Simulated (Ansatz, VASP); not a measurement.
This is a calculation of Ta3AsAu2O13 for VASP 6.6.1.

The input INCAR:

```
ALGO = Normal ; EDIFF = 1E-6
ENCUT = 520 ; GGA = PE
ISIF = 2 ; ISMEAR = -1
LASPH = T ; LCHARG = T
LELF = T ; LREAL = Auto
LVHAR = T ; LWAVE = F
NBANDS = 84 ; NELM = 80
PREC = Accurate ; SIGMA = 0.05
```

File KPOINTS:

```
k-points
0
Gamma
  3 3 3
```

The input POSCAR:

```
Ta3AsAu2O13
1.0
    5.2071852486      3.0063660993      4.1149256052
   -5.2071852486      3.0063660993      4.1149256052
    0.0000000000     -6.0127421316      4.1149256052
Ta As Au O
3 1 2 13
Direct
    0.2310800000      0.5722900000      0.2310800000
    0.2310800000      0.2310800000      0.5722900000
    0.5722900000      0.2310800000      0.2310800000
    0.5587800000      0.5587800000      0.5587800000
    0.9655900000      0.9655900000      0.9655900000
    0.7510500000      0.7510500000      0.7510500000
    0.4088400000      0.6676200000      0.4088400000
    0.4088400000      0.4088400000      0.6676200000
    0.6676200000      0.4088400000      0.4088400000
    0.4972600000      0.0131300000      0.3602400000
    0.3602400000      0.4972600000      0.0131300000
    0.0131300000      0.3602400000      0.4972600000
    0.3602400000      0.0131300000      0.4972600000
    0.0131300000      0.4972600000      0.3602400000
    0.4972600000      0.3602400000      0.0131300000
    0.1096300000      0.7480600000      0.1096300000
    0.1096300000      0.1096300000      0.7480600000
    0.7480600000      0.1096300000      0.1096300000
    0.3084000000      0.3084000000      0.3084000000
```

Potentials or basis: VASP PAW PBE potentials, release 64 (Ta_pv, As, Au, O).

The run is started by

```sh
$ cat potpaw_PBE.64/Ta_pv/POTCAR potpaw_PBE.64/As/POTCAR potpaw_PBE.64/Au/POTCAR potpaw_PBE.64/O/POTCAR > POTCAR
$ mpirun -np 1 vasp_std > vasp.out
```

Question: Translate it to Ansatz 0.2.0. Potentials there: all-electron LAPW, scalar-relativistic.

Answer: As run (the cutoff follows the program's own potentials):

The input input.yaml:

```yaml
crystal:
  lattice:
    - [5.2071852486, 3.0063660993, 4.1149256052]
    - [-5.2071852486, 3.0063660993, 4.1149256052]
    - [0.0, -6.0127421316, 4.1149256052]
  atoms:
    - { symbol: Ta, position: [0.23108, 0.57229, 0.23108] }
    - { symbol: Ta, position: [0.23108, 0.23108, 0.57229] }
    - { symbol: Ta, position: [0.57229, 0.23108, 0.23108] }
    - { symbol: As, position: [0.55878, 0.55878, 0.55878] }
    - { symbol: Au, position: [0.96559, 0.96559, 0.96559] }
    - { symbol: Au, position: [0.75105, 0.75105, 0.75105] }
    - { symbol: O, position: [0.40884, 0.66762, 0.40884] }
    - { symbol: O, position: [0.40884, 0.40884, 0.66762] }
    - { symbol: O, position: [0.66762, 0.40884, 0.40884] }
    - { symbol: O, position: [0.49726, 0.01313, 0.36024] }
    - { symbol: O, position: [0.36024, 0.49726, 0.01313] }
    - { symbol: O, position: [0.01313, 0.36024, 0.49726] }
    - { symbol: O, position: [0.36024, 0.01313, 0.49726] }
    - { symbol: O, position: [0.01313, 0.49726, 0.36024] }
    - { symbol: O, position: [0.49726, 0.36024, 0.01313] }
    - { symbol: O, position: [0.10963, 0.74806, 0.10963] }
    - { symbol: O, position: [0.10963, 0.10963, 0.74806] }
    - { symbol: O, position: [0.74806, 0.10963, 0.10963] }
    - { symbol: O, position: [0.3084, 0.3084, 0.3084] }
kpoints:
  mp_grid: { grid: [3, 3, 3] }
scf:
  occupations: { method: fermi_dirac, width: 0.05 }
hamiltonian:
  xc: pbe
  pseudopotentials: { kind: all_electron, lapw: { basis_error: 0.003 } }
output:
  forces: true
  stress: true
  eigenvalues: true
```

Potentials or basis: all-electron LAPW, scalar-relativistic.

The run is started by

```bash
$ ansatz run input.yaml --threads 8 --pin off --max-ram 30720MiB --backend cpu --events-out ev --progress --plain --runs-dir out
```

Both were run:

|  | VASP | Ansatz | Ansatz less VASP |
| --- | --- | --- | --- |
| gap on the k mesh at the Fermi level (eV) | 1.15 | 1.17 | +0.023 |
| least direct gap on the mesh (eV) | 1.19 | 1.22 | +0.022 |
| pressure (GPa) | 2.8 | 2.2 | -0.67 |
| traceless stress, the component that is largest in VASP (GPa) | -0.89 | -0.58 | +0.311 |
| rms of the force components (eV/Å) | 0.249 | 0.154 | -0.0952 |

Atom by atom the forces differ by 0.108 eV/Å (rms over components). Ansatz ran all-electron here, and VASP with PAW potentials.

Neither program's run includes spin-orbit coupling.
